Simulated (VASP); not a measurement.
The system is SnO2.

```
Sn O
1.0
    -3.24890    3.41447    3.41402
     3.24890   -3.41447    3.41402
     3.24890    3.41447   -3.41402
Sn O
4 8
Cartesian
  -1.6244 1.7072 1.7070
  1.6244 1.7072 1.7070
  3.2489 -1.7072 1.7316
  0.0000 5.1217 1.6824
  1.6068 1.7072 3.7998
  -1.6068 1.7072 3.7998
  0.0000 0.3858 1.6793
  0.0000 3.0287 1.6793
  3.2489 0.3858 1.7347
  4.8557 1.7072 -0.3858
  3.2489 3.0287 1.7347
  1.6421 1.7072 -0.3858
```

| Quantity | Value |
| --- | --- |
| Program | VASP 6.6.1 |
| Task | relaxation of cell and atoms |
| Functional | RPBE |
| Dispersion | D3(BJ) |
| Potentials or basis | VASP PAW PBE potentials, release 64 (Sn_d, O) |
| Cutoff | 600 eV |
| k mesh | 6 × 6 × 6 |
| Occupations | fermi-dirac, width 0.05 eV |
| Spin | no spin polarisation |

At the start: pressure -10.2 GPa; volume 12.62 Å³/atom.

Q: How do energy, volume and symmetry change on relaxing?

A: Over 21 steps the energy falls by 24.8 meV/atom and the volume is 11.89 Å³/atom (-5.8 %); space group P4_2/mnm (No. 136, to 0.1 Å) before and after.

Step by step:
| step | energy change (eV) | largest force (eV/Å) | pressure (GPa) | volume (Å³) |
| --- | --- | --- | --- | --- |
| 1 | 0.0000 | 0.0350 | -10.23 | 151.49 |
| 2 | 0.1210 | 0.5422 | 15.24 | 134.49 |
| 3 | -0.2802 | 0.2226 | -0.25 | 143.36 |
| 4 | -0.2803 | 0.2275 | -0.02 | 143.20 |
| 5 | -0.2949 | 0.0523 | 0.17 | 142.58 |
| 6 | -0.2951 | 0.0313 | 0.15 | 142.63 |
| 7 | -0.2956 | 0.0225 | -0.18 | 142.83 |
| 8 | -0.2956 | 0.0217 | -0.21 | 142.85 |
| 9 | -0.2958 | 0.0213 | 0.03 | 142.67 |
| 10 | -0.2958 | 0.0204 | 0.02 | 142.68 |
| 11 | -0.2960 | 0.0168 | 0.04 | 142.66 |
| 12 | -0.2962 | 0.0167 | 0.08 | 142.62 |
| 13 | -0.2962 | 0.0376 | 0.15 | 142.53 |
| 14 | -0.2963 | 0.0296 | 0.13 | 142.56 |
| 15 | -0.2963 | 0.0289 | 0.12 | 142.57 |
| 16 | -0.2965 | 0.0270 | 0.09 | 142.60 |
| 17 | -0.2967 | 0.0235 | 0.03 | 142.65 |
| 18 | -0.2971 | 0.0176 | -0.10 | 142.76 |
| 19 | -0.2969 | 0.0107 | -0.37 | 142.97 |
| 20 | -0.2971 | 0.0150 | -0.20 | 142.83 |
| 21 | -0.2973 | 0.0049 | 0.04 | 142.69 |

Final structure:
```xyz
12
Lattice="-3.1991 3.3393 3.3394 3.1991 -3.3393 3.3394 3.1991 3.3393 -3.3394" Properties=species:S:1:pos:R:3 pbc="T T T"
Sn    1.5995   -1.6697    5.0090
Sn    1.5995    1.6697    1.6697
Sn    0.0000    1.6697    5.0088
Sn    3.1991    1.6697   -1.6695
O     1.5995    1.6697    3.7093
O    -1.5995    1.6697    3.7093
O     0.0000    0.3699    1.6692
O     0.0000    2.9694    1.6692
O     3.1991    0.3699    1.6702
O     4.7986    1.6697   -0.3699
O     3.1991    2.9694    1.6702
O     1.5996    1.6697   -0.3699
```

Caveat: the PAW data sets were made with another functional, which shifts forces and pressure a little.
